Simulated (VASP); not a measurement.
# C in VASP: single point with PBEsol+D4

Aim: the single point of C with PBEsol+D4.

All numbers are computed with VASP 6.6.1; they aren't measurements. Logs are shortened: lines on timing, memory, paths and dates and some standing lists are left out, and cuts for length are marked.

### Step 1. The cell of the first run

The cell holds a sheet with vacuum, 2 atoms: a = 2.465 Å, b = 2.465 Å, c = 14.000 Å, α = 90.00°, β = 90.00°, γ = 120.00°.

### Step 2. Single point, PBEsol+D4

INCAR

```
SYSTEM = C
PREC = Accurate
ENCUT = 520
EDIFF = 1E-6
ISMEAR = 0
SIGMA = 0.03
LREAL = .FALSE.
LASPH = .TRUE.
NELM = 120
ALGO = Normal
ISIF = 2
LWAVE = .FALSE.
LCHARG = .FALSE.
LDIPOL = .TRUE.
IDIPOL = 3
DIPOL = 0.5 0.5 0.500
GGA = PS
IVDW = 13
NBANDS = 11
GGA_COMPAT = .FALSE.
NELMDL = -8
```

KPOINTS

```
Automatic mesh
0
G
  18 18 1
  0 0 0
```

POSCAR

```
C
1.0
    2.4650000000      0.0000000000      0.0000000000
   -1.2325000000      2.1347526203      0.0000000000
    0.0000000000      0.0000000000     14.0000000000
C
2
Direct
    0.3333330000      0.6666670000      0.5000000000
    0.6666670000      0.3333330000      0.5000000000
```

Potentials or basis: VASP PAW PBE potentials, release 64 (C).

On the command line:

```console
> cat potpaw_PBE.64/C/POTCAR > POTCAR
> mpirun -np 1 vasp_std > vasp.out
```

OUTCAR:

```text
SYSTEM = C
   PREC = Accurate
   ENCUT = 520
   EDIFF = 1E-6
   ISMEAR = 0
   LREAL = .FALSE.
   LASPH = .TRUE.
   NELM = 120
   ISIF = 2
   GGA = PS
   IVDW = 13
   NELMDL = -8

 ion  position               nearest neighbor table
   1  0.333  0.667  0.500-   2 1.42   2 1.42   2 1.42
   2  0.667  0.333  0.500-   1 1.42   1 1.42   1 1.42

  LATTYP: Found a hexagonal cell.
 ALAT       =     2.4650000000
 C/A-ratio  =     5.6795131846

  Lattice vectors:

 A1 = (   2.4650000000,   0.0000000000,   0.0000000000)
 A2 = (  -1.2325000000,   2.1347526203,   0.0000000000)
 A3 = (   0.0000000000,   0.0000000000,  14.0000000000)

Analysis of symmetry for initial positions (statically):
=====================================================================
 Subroutine PRICEL returns:
 Original cell was already a primitive cell.

 Routine SETGRP: Setting up the symmetry group for a
 hexagonal supercell.

 Subroutine GETGRP returns: Found 24 space group operations
 (whereof 24 operations were pure point group operations)
 out of a pool of 24 trial point group operations.

The static configuration has the point symmetry D_6h.

Analysis of symmetry for dynamics (positions and initial velocities):
=====================================================================
 Subroutine PRICEL returns:
 Original cell was already a primitive cell.

 Routine SETGRP: Setting up the symmetry group for a
 hexagonal supercell.

 Subroutine GETGRP returns: Found 24 space group operations
 (whereof 24 operations were pure point group operations)
 out of a pool of 24 trial point group operations.

The dynamic configuration has the point symmetry D_6h.

 Subroutine INISYM returns: Found 24 space group operations
 (whereof 24 operations are pure point group operations),
 and found     1 'primitive' translations

----------------------------------------------------------------------------------------

                                     Primitive cell

  volume of cell :      73.6703

  direct lattice vectors                    reciprocal lattice vectors
     2.465000000  0.000000000  0.000000000     0.405679513  0.234219176  0.000000000
    -1.232500000  2.134752620  0.000000000     0.000000000  0.468438352  0.000000000
     0.000000000  0.000000000 14.000000000     0.000000000  0.000000000  0.071428571

  length of vectors
     2.465000000  2.465000000 14.000000000     0.468438352  0.468438352  0.071428571

  position of ions in fractional coordinates (direct lattice)
     0.333333000  0.666667000  0.500000000
     0.666667000  0.333333000  0.500000000

  ion indices of the primitive-cell ions
   primitive index   ion index
                 1           1
                 2           2

----------------------------------------------------------------------------------------

 KPOINTS: Automatic mesh

Automatic generation of k-mesh.
 Grid dimensions read from file:
 generate k-points for:   18   18    1

 Generating k-lattice:

  Cartesian coordinates                     Fractional coordinates (reciprocal lattice)
     0.022537751  0.013012176  0.000000000     0.055555556  0.000000000  0.000000000
     0.000000000  0.026024353  0.000000000     0.000000000  0.055555556  0.000000000
     0.000000000  0.000000000  0.071428571     0.000000000  0.000000000  1.000000000

  Length of vectors
     0.026024353  0.026024353  0.071428571

  Shift w.r.t. Gamma in fractional coordinates (k-lattice)
     0.000000000  0.000000000  0.000000000

 Subroutine IBZKPT returns following result:
 ===========================================

 Found     37 irreducible k-points:

 Following reciprocal coordinates:
            Coordinates               Weight
  0.000000  0.000000  0.000000      1.000000
  0.055556 -0.000000  0.000000      6.000000
  0.111111 -0.000000  0.000000      6.000000
  0.166667 -0.000000  0.000000      6.000000
  0.222222  0.000000  0.000000      6.000000
  0.277778 -0.000000  0.000000      6.000000
[... 16 lines left out ...]
  0.333333  0.111111  0.000000     12.000000
  0.388889  0.111111  0.000000     12.000000
 [... further k-points ...]
   k-points           NKPTS =     37   k-points in BZ     NKDIM =     37   number of bands    NBANDS=     11
   number of dos      NEDOS =    301   number of ions     NIONS =      2
   total plane-waves  NPLWV =  34992
   dimension x,y,z NGX =    18 NGY =   18 NGZ =  108
   dimension x,y,z NGXF=    36 NGYF=   36 NGZF=  216
   ions per type =               2
   NGX,Y,Z   is equivalent  to a cutoff of  12.14, 12.14, 12.82 a.u.
   NGXF,Y,Z  is equivalent  to a cutoff of  24.28, 24.28, 25.65 a.u.
 SYSTEM =  C
   PREC   = accura    normal or accurate (medium, high low for compatibility)
   ISTART =      0    job   : 0-new  1-cont  2-samecut
   ICHARG =      2    charge: 1-file 2-atom 10-const
   ISPIN  =      1    spin polarized calculation?
   LNONCOLLINEAR =      F non collinear calculations
   LSORBIT =      F    spin-orbit coupling
   LASPH  =      T    aspherical Exc in radial PAW
   ENCUT  =  520.0 eV  38.22 Ry    6.18 a.u.   4.58  4.58 26.03*2*pi/ulx,y,z
   NELM   =    120;   NELMIN=  2; NELMDL= -8     # of ELM steps
   EDIFF  = 0.1E-05   stopping-criterion for ELM
   LREAL  =      F    real-space projection
   EDIFFG = 0.1E-04   stopping-criterion for IOM
   NSW    =      0    number of steps for IOM
   IBRION =     -1    ionic relax: 0-MD 1-quasi-New 2-CG
   NFREE  =      0    steps in history (QN), initial steepest desc. (CG)
   ISIF   =      2    stress and relaxation
   ISYM   =      2    0-nonsym 1-usesym 2-fastsym
   POTIM  = 0.5000    time-step for ionic-motion
   TEBEG  =    0.0;   TEEND  =   0.0 temperature during run
   PSTRESS=    0.0 pullay stress
   NELECT =       8.0000    total number of electrons
   NUPDOWN=      -1.0000    fix difference up-down
   EMIN   =  10.00;   EMAX   =-10.00  energy-range for DOS
   EFERMI =   0.00;   METHOD = LEGACY
   ISMEAR =     0;   SIGMA  =   0.03  broadening in eV -4-tet -1-fermi 0-gaus
   EFERMI_NEDOS =   21; number of points for ismear=-14 and -15
   IALGO  =     38    algorithm
   IMIX   =      4    mixing-type and parameters
     AMIX     =   0.40;   BMIX     =  1.00
     AMIX_MAG =   1.60;   BMIX_MAG =  1.00
  volume/ion in A,a.u.               =      36.84       248.58
  Fermi-wavevector in a.u.,A,eV,Ry     =   0.781041  1.475954  8.299901  0.610025
  Thomas-Fermi vector in A             =   1.884477
   LORBIT       =      0    0 simple, 1 ext, 2 COOP (PROOUT), +10 PAW based schemes
   GGA     = PS    functional components
   LHFCALC =     F    Hartree Fock is set to
   AEXX    =    0.0000 exact exchange contribution
   IVDW    =    13    specifies the selected vdW correction
   LEPSILON=     F    determine dielectric tensor
   LRPA    =     F    only Hartree local field effects (RPA)
 non-spin polarized calculation
 Gauss-broadening in eV      SIGMA  =   0.03
  energy-cutoff  :      520.00
  volume of cell :       73.67
 maximum number of plane-waves:      2018
   NGX =  9   NGY =  9   NGZ = 53

 dipolmoment           0.000000      0.000000     -0.000000 electrons x Angstroem

 number of electron       7.9999997 magnetization

 dipolmoment           0.000000      0.000000      0.000000 electrons x Angstroem

 Free energy of the ion-electron system (eV)
  ---------------------------------------------------
  ext. energy  EPLUGINS =         0.00000000
  ---------------------------------------------------
  free energy    TOTEN  =       -19.28172733 eV

  energy without entropy =      -19.28151837  energy(sigma->0) =      -19.28162285

 E-fermi :  -2.1727     XC(G=0):  -3.0574

 val. band max:       -2.1727038354   @ k =   0.3333   0.3333   0.0000
 cond. band min:      -2.1726527610   @ k =   0.3333   0.3333   0.0000
 fundamental gap:      0.0000510744
 Fermi energy:        -2.1726782983

 k-point     1 :       0.0000    0.0000    0.0000
  band No.  band energies     occupation
      1     -21.6667      2.00000
      2      -9.8295      2.00000
      3      -5.1789      2.00000
      4      -5.1788      2.00000
      5       1.2081      0.00000
      6       2.1859      0.00000
      7       2.7402      0.00000
      8       4.9850      0.00000
      9       5.8066      0.00000
     10       6.1173      0.00000
     11       6.1174      0.00000

 k-point     2 :       0.0556   -0.0000    0.0000
  band No.  band energies     occupation
      1     -21.5937      2.00000
      2      -9.7420      2.00000
      3      -5.4766      2.00000
      4      -5.3368      2.00000
      5       1.3071      0.00000
      6       2.2858      0.00000
      7       2.8407      0.00000
      8       5.0836      0.00000
      9       5.8922      0.00000
     10       6.1676      0.00000
     11       6.4345      0.00000

 k-point     3 :       0.1111   -0.0000    0.0000
  band No.  band energies     occupation
      1     -21.3749      2.00000
      2      -9.4805      2.00000
      3      -6.2945      2.00000
      4      -5.7559      2.00000
      5       1.6040      0.00000
      6       2.5851      0.00000
      7       3.1424      0.00000
      8       5.3788      0.00000
      9       6.0877      0.00000
     10       6.3071      0.00000
     11       7.3275      0.00000
[... 267 lines left out ...]
 k-point    23 :       0.3333    0.1111    0.0000
  band No.  band energies     occupation
      1     -17.9653      2.00000
      2     -13.0643      2.00000
      3      -9.1812      2.00000
      4      -5.6176      2.00000
      5       1.1438      0.00000
      6       6.2909      0.00000
      7       6.6092      0.00000
      8       7.3014      0.00000
      9       7.9752      0.00000
     10       9.8905      0.00000
     11      10.9111      0.00000

 k-point    24 :       0.3889    0.1111    0.0000
  band No.  band energies     occupation
      1     -16.9671      2.00000
      2     -14.3619      2.00000
      3      -9.4056      2.00000
      4      -4.7139      2.00000
      5      -0.0503      0.00000
      6       6.4531      0.00000
      7       7.7884      0.00000
      8       8.6916      0.00000
      9       9.4726      0.00000
     10      10.8916      0.00000
     11      11.0560      0.00000

 [... further k-points ...]

------------------------ aborting loop because EDIFF is reached ----------------------------------------

 vacuum level on the upper side and lower side of the slab       (xc-potential included)        -0.131        -0.131

  DFT-D4 for vdW energy calculation

  Edisp (eV):   -0.09710

  FORCE on cell =-STRESS in cart. coord.  units (eV):
  Direction    XX          YY          ZZ          XY          YZ          ZX
  --------------------------------------------------------------------------------------
  -------------------------------------------------------------------------------------
  Total      -0.33191    -0.33191    -0.01092    -0.00000     0.00000     0.00000
  in kB      -7.21840    -7.21840    -0.23758    -0.00000     0.00000     0.00000
  external pressure =       -4.89 kB  Pullay stress =        0.00 kB

 VOLUME and BASIS-vectors are now :
 -----------------------------------------------------------------------------
  energy-cutoff  :      520.00
  volume of cell :       73.67
      direct lattice vectors                 reciprocal lattice vectors
     2.465000000  0.000000000  0.000000000     0.405679513  0.234219176  0.000000000
    -1.232500000  2.134752620  0.000000000     0.000000000  0.468438352  0.000000000
     0.000000000  0.000000000 14.000000000     0.000000000  0.000000000  0.071428571

 POSITION                                       TOTAL-FORCE (eV/Angst)
 -----------------------------------------------------------------------------------
     -0.00000      1.42317      7.00000         0.000000      0.000000      0.000000
      1.23250      0.71158      7.00000        -0.000000      0.000000      0.000000
 -----------------------------------------------------------------------------------
    total drift:                               -0.000000     -0.000000      0.000000

  FREE ENERGIE OF THE ION-ELECTRON SYSTEM (eV)
  ---------------------------------------------------
  free  energy   TOTEN  =       -19.3788257710 eV

  energy  without entropy=      -19.3786168121  energy(sigma->0) =      -19.37872129

 vacuum level on the upper side and lower side of the slab         2.094         2.094
```

It took 34 s on 1 thread of Intel Xeon Platinum 8488C (Sapphire Rapids), shared host; peak memory 0.17 GiB.

Results:

- Free energy: -19.3788 eV
- Band gap on the k mesh: zero (filled and empty bands touch)
- Dispersion energy per atom: -0.049 eV

Levels at points of the mesh, in eV from the Fermi level:
```tsv
k point	band 1	band 2	band 3	band 4	band 5	band 6	band 7	band 8	band 9
(0.00, 0.00, 0.00)	-19.49	-7.66	-3.01	-3.01	3.38	4.36	4.91	7.16	7.98
(0.50, 0.00, 0.00)	-14.21	-13.25	-6.41	-2.37	1.65	7.35	11.23	11.37	12.15
```

Caveat: the PAW data sets were made with another functional, which shifts forces and pressure a little.
